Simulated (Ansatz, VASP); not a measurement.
## K: VASP beside Ansatz

```
K
1.0
    -2.66171    2.66171    2.66171
     2.66171   -2.66171    2.66171
     2.66171    2.66171   -2.66171
K
1
Direct
  0.00000 0.00000 0.00000
```

Alike in both runs: functional BLYP; k mesh 9 × 9 × 9; occupations fermi-dirac, width 0.1 eV; no spin polarisation.

Ansatz relaxed the structure, and its values are those at the end. VASP's run is a single point on that final structure, the one shown.

|  | VASP | Ansatz |
| --- | --- | --- |
| version | VASP 6.6.1 | Ansatz 0.2.0 |
| potentials or method | VASP PAW PBE potentials, release 64 (K_sv), cutoff 520 eV | plane waves (420 eV) with PAW, scalar-relativistic |
| valence electrons in the cell | 9 | 9 |

|  | VASP | Ansatz | Ansatz less VASP |
| --- | --- | --- | --- |
| pressure (GPa) | 0.0 | 0.0 | +0.01 |

VASP's potentials were made for PBE, not for BLYP. With one functional, cell and mesh, what is left measures potentials, basis and numerics.
